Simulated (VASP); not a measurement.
# Be24N in VASP: further runs

The runs below take Be24N through single point, with LDA.

All numbers are computed with VASP 6.6.1; they aren't measurements. Logs are shortened: lines on timing, memory, paths and dates and some standing lists are left out, and cuts for length are marked.

**1. The cell of the first run**

The cell holds a slab with vacuum, 25 atoms: a = 4.452 Å, b = 7.033 Å, c = 19.800 Å, α = 90.00°, β = 90.00°, γ = 90.00°.

**2. Single point, LDA**

The input, INCAR:

```
  PREC = Accurate
  ENCUT = 520
  EDIFF = 1E-6
  ISMEAR = 0
  SIGMA = 0.1
  LREAL = Auto
  LASPH = T
  NELM = 100
  ALGO = Normal
  ISIF = 2
  LWAVE = F
  LCHARG = F
  LDIPOL = T
  IDIPOL = 3
  DIPOL = 0.5 0.5 0.319
  NBANDS = 44
```

The input, KPOINTS:

```
Automatic mesh
0
Gamma
  6 4 1
```

The input, POSCAR:

```
Be24N
1.0
    4.4524297775      0.0000000000      0.0000000000
    0.0000000000      7.0331519566      0.0000000000
    0.0000000000      0.0000000000     19.7998741761
Be N
24 1
Direct
    0.0000000000      0.3750000000      0.2020214858
    0.0000000000      0.8750000000      0.2020214858
    0.5000000000      0.3750000000      0.2020214858
    0.5000000000      0.8750000000      0.2020214858
    0.2500000000      0.1250000000      0.2344789084
    0.2500000000      0.6250000000      0.2344789084
    0.7500000000      0.1250000000      0.2344789084
    0.7500000000      0.6250000000      0.2344789084
    0.2500000000      0.3750000000      0.2993937535
    0.2500000000      0.8750000000      0.2993937535
    0.7500000000      0.3750000000      0.2993937535
    0.7500000000      0.8750000000      0.2993937535
    0.0000000000      0.1250000000      0.3261495638
    0.0000000000      0.6250000000      0.3261495638
    0.5000000000      0.1250000000      0.3261495638
    0.5000000000      0.6250000000      0.3261495638
    0.0000000000      0.3750000000      0.3969669031
    0.0000000000      0.8750000000      0.3969669031
    0.5000000000      0.3750000000      0.3969669031
    0.5000000000      0.8750000000      0.3969669031
    0.2500000000      0.1250000000      0.4191882283
    0.2500000000      0.6250000000      0.4191882283
    0.7500000000      0.1250000000      0.4191882283
    0.7500000000      0.6250000000      0.4191882283
    0.5000000000      0.1250000000      0.4680057039
```

Potentials or basis: VASP PAW LDA potentials, release 64 (Be, N).

Run with:

```
$ cat potpaw_LDA.64/Be/POTCAR potpaw_LDA.64/N/POTCAR > POTCAR
$ mpirun -np 1 vasp_std > vasp.out
```

OUTCAR:

```text
PREC = Accurate
   ENCUT = 520
   EDIFF = 1E-6
   ISMEAR = 0
   LREAL = Auto
   LASPH = T
   NELM = 100
   ISIF = 2

 ion  position               nearest neighbor table
   1  0.000  0.375  0.202-   5 2.18   6 2.18   7 2.18   8 2.18   3 2.23   3 2.23  11 2.23   9 2.23

   2  0.000  0.875  0.202-   5 2.18   6 2.18   7 2.18   8 2.18   4 2.23   4 2.23  12 2.23  10 2.23

   3  0.500  0.375  0.202-   5 2.18   6 2.18   7 2.18   8 2.18   1 2.23   1 2.23  11 2.23   9 2.23
[... 39 lines left out ...]
  23  0.750  0.125  0.419-  25 1.47  18 2.13  19 2.13  20 2.13  17 2.13  15 2.15  13 2.15  21 2.23
                            21 2.23
  24  0.750  0.625  0.419-  17 2.13  18 2.13  19 2.13  20 2.13  14 2.15  16 2.15  22 2.23  22 2.23

  25  0.500  0.125  0.468-  21 1.47  23 1.47

  LATTYP: Found a simple orthorhombic cell.
 ALAT       =     4.4524297775
 B/A-ratio  =     1.5796210851
 C/A-ratio  =     4.4469817977

  Lattice vectors:

 A1 = (   4.4524297775,   0.0000000000,   0.0000000000)
 A2 = (   0.0000000000,   7.0331519566,   0.0000000000)
 A3 = (   0.0000000000,   0.0000000000,  19.7998741761)

Analysis of symmetry for initial positions (statically):
=====================================================================
 Subroutine PRICEL returns:
 Original cell was already a primitive cell.

 Routine SETGRP: Setting up the symmetry group for a
 simple orthorhombic supercell.

 Subroutine GETGRP returns: Found  4 space group operations
 (whereof  2 operations were pure point group operations)
 out of a pool of  8 trial point group operations.

The static configuration has the point symmetry C_1h.
 The point group associated with its full space group is C_2v.

Analysis of symmetry for dynamics (positions and initial velocities):
=====================================================================
 Subroutine PRICEL returns:
 Original cell was already a primitive cell.

 Routine SETGRP: Setting up the symmetry group for a
 simple orthorhombic supercell.

 Subroutine GETGRP returns: Found  4 space group operations
 (whereof  2 operations were pure point group operations)
 out of a pool of  8 trial point group operations.

The dynamic configuration has the point symmetry C_1h.
 The point group associated with its full space group is C_2v.

 Subroutine INISYM returns: Found  4 space group operations
 (whereof  2 operations are pure point group operations),
 and found     1 'primitive' translations

----------------------------------------------------------------------------------------

                                     Primitive cell

  volume of cell :     620.0254

  direct lattice vectors                    reciprocal lattice vectors
     4.452429777  0.000000000  0.000000000     0.224596468  0.000000000  0.000000000
     0.000000000  7.033151957  0.000000000     0.000000000  0.142183761  0.000000000
     0.000000000  0.000000000 19.799874176     0.000000000  0.000000000  0.050505371

  length of vectors
     4.452429777  7.033151957 19.799874176     0.224596468  0.142183761  0.050505371

  position of ions in fractional coordinates (direct lattice)
     0.000000000  0.375000000  0.202021486
     0.000000000  0.875000000  0.202021486
     0.500000000  0.375000000  0.202021486
     0.500000000  0.875000000  0.202021486
     0.250000000  0.125000000  0.234478908
     0.250000000  0.625000000  0.234478908
[... 17 lines left out ...]
     0.750000000  0.625000000  0.419188228
     0.500000000  0.125000000  0.468005704

  ion indices of the primitive-cell ions
   primitive index   ion index
                 1           1
                 2           2
                 3           3
                 4           4
                 5           5
                 6           6
[... 17 lines left out ...]
                24          24
                25          25

----------------------------------------------------------------------------------------

 KPOINTS: Automatic mesh

Automatic generation of k-mesh.
 Grid dimensions read from file:
 generate k-points for:    6    4    1

 Generating k-lattice:

  Cartesian coordinates                     Fractional coordinates (reciprocal lattice)
     0.037432745  0.000000000  0.000000000     0.166666667  0.000000000  0.000000000
     0.000000000  0.035545940  0.000000000     0.000000000  0.250000000  0.000000000
     0.000000000  0.000000000  0.050505371     0.000000000  0.000000000  1.000000000

  Length of vectors
     0.037432745  0.035545940  0.050505371

  Shift w.r.t. Gamma in fractional coordinates (k-lattice)
     0.000000000  0.000000000  0.000000000

 Subroutine IBZKPT returns following result:
 ===========================================

 Found     12 irreducible k-points:

 Following reciprocal coordinates:
            Coordinates               Weight
  0.000000  0.000000  0.000000      1.000000
  0.166667  0.000000  0.000000      2.000000
  0.333333  0.000000  0.000000      2.000000
  0.500000  0.000000  0.000000      1.000000
  0.000000  0.250000  0.000000      2.000000
  0.166667  0.250000  0.000000      4.000000
  0.333333  0.250000  0.000000      4.000000
  0.500000  0.250000  0.000000      2.000000
  0.000000  0.500000  0.000000      1.000000
  0.166667  0.500000  0.000000      2.000000
  0.333333  0.500000  0.000000      2.000000
  0.500000  0.500000  0.000000      1.000000
   k-points           NKPTS =     12   k-points in BZ     NKDIM =     12   number of bands    NBANDS=     44
   number of dos      NEDOS =    301   number of ions     NIONS =     25
   total plane-waves  NPLWV = 291600
   dimension x,y,z NGX =    36 NGY =   54 NGZ =  150
   dimension x,y,z NGXF=    72 NGYF=  108 NGZF=  300
   ions per type =              24   1
   NGX,Y,Z   is equivalent  to a cutoff of  13.44, 12.76, 12.59 a.u.
   NGXF,Y,Z  is equivalent  to a cutoff of  26.88, 25.53, 25.19 a.u.
 SYSTEM =  unknown system
   PREC   = accura    normal or accurate (medium, high low for compatibility)
   ISTART =      0    job   : 0-new  1-cont  2-samecut
   ICHARG =      2    charge: 1-file 2-atom 10-const
   ISPIN  =      1    spin polarized calculation?
   LNONCOLLINEAR =      F non collinear calculations
   LSORBIT =      F    spin-orbit coupling
   LASPH  =      T    aspherical Exc in radial PAW
   ENCUT  =  520.0 eV  38.22 Ry    6.18 a.u.   8.28 13.08 36.81*2*pi/ulx,y,z
   NELM   =    100;   NELMIN=  2; NELMDL= -5     # of ELM steps
   EDIFF  = 0.1E-05   stopping-criterion for ELM
   LREAL  =      T    real-space projection
   EDIFFG = 0.1E-04   stopping-criterion for IOM
   NSW    =      0    number of steps for IOM
   IBRION =     -1    ionic relax: 0-MD 1-quasi-New 2-CG
   NFREE  =      0    steps in history (QN), initial steepest desc. (CG)
   ISIF   =      2    stress and relaxation
   ISYM   =      2    0-nonsym 1-usesym 2-fastsym
   POTIM  = 0.5000    time-step for ionic-motion
   TEBEG  =    0.0;   TEEND  =   0.0 temperature during run
   PSTRESS=    0.0 pullay stress
   NELECT =      53.0000    total number of electrons
   NUPDOWN=      -1.0000    fix difference up-down
   EMIN   =  10.00;   EMAX   =-10.00  energy-range for DOS
   EFERMI =   0.00;   METHOD = LEGACY
   ISMEAR =     0;   SIGMA  =   0.10  broadening in eV -4-tet -1-fermi 0-gaus
   EFERMI_NEDOS =   21; number of points for ismear=-14 and -15
   IALGO  =     38    algorithm
   IMIX   =      4    mixing-type and parameters
     AMIX     =   0.40;   BMIX     =  1.00
     AMIX_MAG =   1.60;   BMIX_MAG =  1.00
  volume/ion in A,a.u.               =      24.80       167.37
  Fermi-wavevector in a.u.,A,eV,Ry     =   0.721158  1.362791  7.075962  0.520069
  Thomas-Fermi vector in A             =   1.810794
   LORBIT       =      0    0 simple, 1 ext, 2 COOP (PROOUT), +10 PAW based schemes
   GGA     = CA    functional components
   LHFCALC =     F    Hartree Fock is set to
   AEXX    =    0.0000 exact exchange contribution
   IVDW    =     0    specifies the selected vdW correction
   LEPSILON=     F    determine dielectric tensor
   LRPA    =     F    only Hartree local field effects (RPA)
 non-spin polarized calculation
 Gauss-broadening in eV      SIGMA  =   0.10
  energy-cutoff  :      520.00
  volume of cell :      620.03
 maximum number of plane-waves:     16734
 NGX is ok and might be reduce to    36
   NGX = 17   NGY = 27   NGZ = 73

 dipolmoment           0.000000      0.000000     -0.023439 electrons x Angstroem

 number of electron      53.0000002 magnetization

 dipolmoment           0.000000      0.000000      0.215187 electrons x Angstroem

 Free energy of the ion-electron system (eV)
  ---------------------------------------------------
  ext. energy  EPLUGINS =         0.00000000
  ---------------------------------------------------
  free energy    TOTEN  =      -100.93592840 eV

  energy without entropy =     -100.89001981  energy(sigma->0) =     -100.91297411

 E-fermi :  -1.6914     XC(G=0):  -4.2589

 val. band max:       -1.6987108972   @ k =   0.1667   0.0000   0.0000
 cond. band min:      -1.6597092983   @ k =   0.3333   0.2500   0.0000
 fundamental gap:      0.0390015989
 Fermi energy:        -1.6914356501

 k-point     1 :       0.0000    0.0000    0.0000
  band No.  band energies     occupation
      1     -15.8602      2.00000
      2     -12.0169      2.00000
      3      -9.9454      2.00000
      4      -9.9244      2.00000
      5      -9.8029      2.00000
      6      -7.9791      2.00000
[... 481 lines left out ...]
     37       3.0208      0.00000
     38       3.2271      0.00000
 [bands above 38 left out]

------------------------ aborting loop because EDIFF is reached ----------------------------------------

 vacuum level on the upper side and lower side of the slab       (xc-potential included)         0.600        -0.611

  FORCE on cell =-STRESS in cart. coord.  units (eV):
  Direction    XX          YY          ZZ          XY          YZ          ZX
  --------------------------------------------------------------------------------------
  -------------------------------------------------------------------------------------
  Total        5.7095840     -3.9545246      1.4134812      0.0000000      0.0000000      0.0000000
  in kB       14.7538558    -10.2186930      3.6525074      0.0000000      0.0000000      0.0000000
  external PRESSURE =       2.7292234 kB  Pullay stress =       0.0000000 kB

 VOLUME and BASIS-vectors are now :
 -----------------------------------------------------------------------------
  energy-cutoff  :      520.00
  volume of cell :      620.03
      direct lattice vectors                 reciprocal lattice vectors
     4.452429777  0.000000000  0.000000000     0.224596468  0.000000000  0.000000000
     0.000000000  7.033151957  0.000000000     0.000000000  0.142183761  0.000000000
     0.000000000  0.000000000 19.799874176     0.000000000  0.000000000  0.050505371

 POSITION                                       TOTAL-FORCE (eV/Angst)
 -----------------------------------------------------------------------------------
      0.00000      2.63743      4.00000         0.000000     -0.072230      0.465239
      0.00000      6.15401      4.00000         0.000000      0.072230      0.465239
      2.22621      2.63743      4.00000         0.000000      0.070421      0.551754
      2.22621      6.15401      4.00000         0.000000     -0.070421      0.551754
      1.11311      0.87914      4.64265         0.047217     -0.000000     -0.854566
      1.11311      4.39572      4.64265         0.027745     -0.000000     -0.658744
[... 17 lines left out ...]
      3.33932      4.39572      8.29987         0.220992     -0.000000      0.096623
      2.22621      0.87914      9.26645         0.000000     -0.000000     -0.017270
 -----------------------------------------------------------------------------------
    total drift:                                0.000000      0.000000     -0.003370

  FREE ENERGIE OF THE ION-ELECTRON SYSTEM (eV)
  ---------------------------------------------------
  free  energy   TOTEN  =      -100.9359284027 eV

  energy  without entropy=     -100.8900198101  energy(sigma->0) =     -100.91297411

 vacuum level on the upper side and lower side of the slab         4.293         3.050
```

It took 22 min on 1 thread of Intel Xeon 8259CL, shared host; peak memory 0.58 GiB.

What came out:

| Item | Value |
| --- | --- |
| Free energy | -100.9359 eV |
| Largest force | 1.532 eV/Å |
| Band gap on the k mesh | zero (an odd number of electrons rules out a gap without spin polarisation) |

Forces in eV/Å, atoms in the order of the input:
```
Be   0.000 -0.072  0.465
Be   0.000  0.072  0.465
Be   0.000  0.070  0.552
Be   0.000 -0.070  0.552
Be   0.047  0.000 -0.855
Be   0.028  0.000 -0.659
Be  -0.047  0.000 -0.855
Be  -0.028  0.000 -0.659
Be  -0.006 -0.083  0.222
Be  -0.006  0.083  0.222
Be   0.006 -0.083  0.222
Be   0.006  0.083  0.222
Be   0.000  0.000  0.458
Be   0.000  0.000 -0.133
Be   0.000  0.000 -0.924
Be   0.000  0.000 -0.124
Be   0.000  0.769 -0.497
Be   0.000 -0.769 -0.497
Be   0.000 -0.343  0.624
Be   0.000  0.343  0.624
Be  -1.518  0.000  0.200
Be  -0.221  0.000  0.097
Be   1.518  0.000  0.200
Be   0.221  0.000  0.097
N    0.000  0.000 -0.017
```

Levels at points of the mesh, in eV from the Fermi level:
| k point | band 24 | band 25 | band 26 | band 27 | band 28 | band 29 | band 30 | band 31 |
| --- | --- | --- | --- | --- | --- | --- | --- | --- |
| (0.00, 0.00, 0.00) | -1.44 | -0.31 | -0.26 | 0.21 | 0.46 | 0.70 | 1.24 | 2.05 |
| (0.50, 0.00, 0.00) | -0.52 | -0.21 | 0.16 | 0.77 | 1.18 | 1.46 | 1.46 | 1.50 |
| (0.00, 0.50, 0.00) | -1.15 | -0.95 | -0.91 | -0.75 | 0.13 | 0.97 | 1.33 | 1.94 |
| (0.50, 0.50, 0.00) | -0.79 | -0.42 | 0.07 | 0.20 | 0.20 | 0.53 | 0.66 | 1.87 |

**3. Single point, LDA**

The input, INCAR:

```
SYSTEM = Be24N
PREC = Accurate
ENCUT = 520
EDIFF = 1E-7
ISMEAR = 0
SIGMA = 0.1
LREAL = Auto
LASPH = .True.
NELM = 60
ALGO = Normal
ISIF = 2
LWAVE = .False.
LCHARG = .True.
LDIPOL = .True.
IDIPOL = 3
DIPOL = 0.5 0.5 0.319
GGA = CA
LELF = .True.
LVHAR = .True.
LVACPOTAV = .True.
NBANDS = 44
```

The input, KPOINTS:

```
Automatic mesh
0
Gamma
  6 4 1
  0 0 0
```

POSCAR: that of step 2 with these lines changed.

```diff
@@ -32,2 +32,2 @@
     0.7500000000      0.6250000000      0.4191882283
-    0.5000000000      0.1250000000      0.4680057039
+    0.5000000000      0.3750000000      0.4717057125
```

Potentials or basis: VASP PAW LDA potentials, release 64 (Be, N).

Run with:

```
$ cat potpaw_LDA.64/Be/POTCAR potpaw_LDA.64/N/POTCAR > POTCAR
$ mpirun -np 1 vasp_std > vasp.out
```

OUTCAR:

```text
SYSTEM = Be24N
   PREC = Accurate
   ENCUT = 520
   EDIFF = 1E-7
   ISMEAR = 0
   LREAL = Auto
   LASPH = .True.
   NELM = 60
   ISIF = 2
   GGA = CA

 ion  position               nearest neighbor table
   1  0.000  0.375  0.202-   5 2.18   6 2.18   7 2.18   8 2.18   3 2.23   3 2.23  11 2.23   9 2.23

   2  0.000  0.875  0.202-   5 2.18   6 2.18   7 2.18   8 2.18   4 2.23   4 2.23  12 2.23  10 2.23

   3  0.500  0.375  0.202-   5 2.18   6 2.18   7 2.18   8 2.18   1 2.23   1 2.23  11 2.23   9 2.23
[... 39 lines left out ...]
  23  0.750  0.125  0.419-  17 2.13  18 2.13  19 2.13  20 2.13  13 2.15  15 2.15  21 2.23  21 2.23

  24  0.750  0.625  0.419-  17 2.13  18 2.13  19 2.13  20 2.13  14 2.15  16 2.15  22 2.23  22 2.23

[... 735 lines left out ...]
  external PRESSURE =      -6.4549215 kB  Pullay stress =       0.0000000 kB

 VOLUME and BASIS-vectors are now :
 -----------------------------------------------------------------------------
  energy-cutoff  :      520.00
  volume of cell :      620.03
      direct lattice vectors                 reciprocal lattice vectors
     4.452429777  0.000000000  0.000000000     0.224596468  0.000000000  0.000000000
     0.000000000  7.033151957  0.000000000     0.000000000  0.142183761  0.000000000
     0.000000000  0.000000000 19.799874176     0.000000000  0.000000000  0.050505371

 POSITION                                       TOTAL-FORCE (eV/Angst)
 -----------------------------------------------------------------------------------
      0.00000      2.63743      4.00000         0.000000      0.000000      0.515656
      0.00000      6.15401      4.00000         0.000000      0.000000      0.480698
      2.22621      2.63743      4.00000         0.000000      0.000000      0.562433
      2.22621      6.15401      4.00000         0.000000      0.000000      0.415515
      1.11311      0.87914      4.64265         0.034708      0.074534     -0.698605
      1.11311      4.39572      4.64265         0.034708     -0.074534     -0.698605
[... 17 lines left out ...]
      3.33932      4.39572      8.29987        -0.390078     -0.309224      0.608587
      2.22621      2.63743      9.33971         0.000000      0.000000      0.011571
 -----------------------------------------------------------------------------------
    total drift:                               -0.000000      0.000000     -0.003174

  FREE ENERGIE OF THE ION-ELECTRON SYSTEM (eV)
  ---------------------------------------------------
  free  energy   TOTEN  =      -100.0794422464 eV

  energy  without entropy=     -100.0575593394  energy(sigma->0) =     -100.06850079

 vacuum level on the upper side and lower side of the slab         4.426         3.041
```

OSZICAR:

```text
N       E                     dE             d eps       ncg     rms          rms(c)
DAV:   1     0.229032514881E+03    0.22903E+03   -0.17688E+04  1056   0.882E+02
DAV:   2    -0.806420561100E+02   -0.30967E+03   -0.29472E+03  1416   0.184E+02
DAV:   3    -0.107131908244E+03   -0.26490E+02   -0.25156E+02  1348   0.513E+01
[... 20 lines left out ...]
DAV:  24    -0.100079439291E+03   -0.55493E-05   -0.37146E-07  1064   0.134E-03    0.324E-04
DAV:  25    -0.100079440930E+03   -0.16394E-05   -0.58946E-08  1056   0.624E-04    0.246E-04
DAV:  26    -0.100079441992E+03   -0.10614E-05   -0.55431E-08  1020   0.473E-04    0.548E-05
DAV:  27    -0.100079442194E+03   -0.20200E-06   -0.93068E-09   984   0.219E-04    0.330E-05
DAV:  28    -0.100079442246E+03   -0.52835E-07   -0.27836E-09   848   0.118E-04
   1 F= -.10007944E+03 E0= -.10006850E+03  d E =-.218829E-01
```

Run time: 23 min. Hardware: 1 thread of Intel Xeon 8259CL, shared host; peak memory 0.58 GiB.

What came out:

| Item | Value |
| --- | --- |
| Free energy | -100.0794 eV |
| Largest force | 2.350 eV/Å |
| Band gap on the k mesh | zero (an odd number of electrons rules out a gap without spin polarisation) |

Forces in eV/Å, atoms in the order of the input:
```
Be   0.000  0.000  0.516
Be   0.000  0.000  0.481
Be   0.000  0.000  0.562
Be   0.000  0.000  0.416
Be   0.035  0.075 -0.699
Be   0.035 -0.075 -0.699
Be  -0.035  0.075 -0.699
Be  -0.035 -0.075 -0.699
Be  -0.013  0.000 -0.035
Be  -0.002  0.000  0.056
Be   0.013  0.000 -0.035
Be   0.002  0.000  0.056
Be   0.000  0.304  0.224
Be   0.000 -0.304  0.224
Be   0.000 -0.160  0.105
Be   0.000  0.160  0.105
Be   0.000  0.000  0.014
Be   0.000  0.000  0.166
Be   0.000  0.000 -2.350
Be   0.000  0.000 -0.156
Be   0.390  0.309  0.609
Be   0.390 -0.309  0.609
Be  -0.390  0.309  0.609
Be  -0.390 -0.309  0.609
N    0.000  0.000  0.012
```

Levels at points of the mesh, in eV from the Fermi level:
| k point | band 25 | band 26 | band 27 | band 28 | band 29 | band 30 |
| --- | --- | --- | --- | --- | --- | --- |
| (0.00, 0.00, 0.00) | -0.99 | -0.97 | -0.15 | 0.61 | 0.76 | 1.02 |
| (0.50, 0.00, 0.00) | 0.20 | 0.45 | 0.46 | 0.73 | 1.24 | 1.25 |
| (0.00, 0.50, 0.00) | -1.29 | -1.02 | -0.49 | 0.28 | 0.34 | 0.60 |
| (0.50, 0.50, 0.00) | -0.66 | -0.48 | 0.16 | 0.26 | 0.26 | 1.32 |

The gap in the log of VASP goes by the Fermi energy; the results here count the filled bands.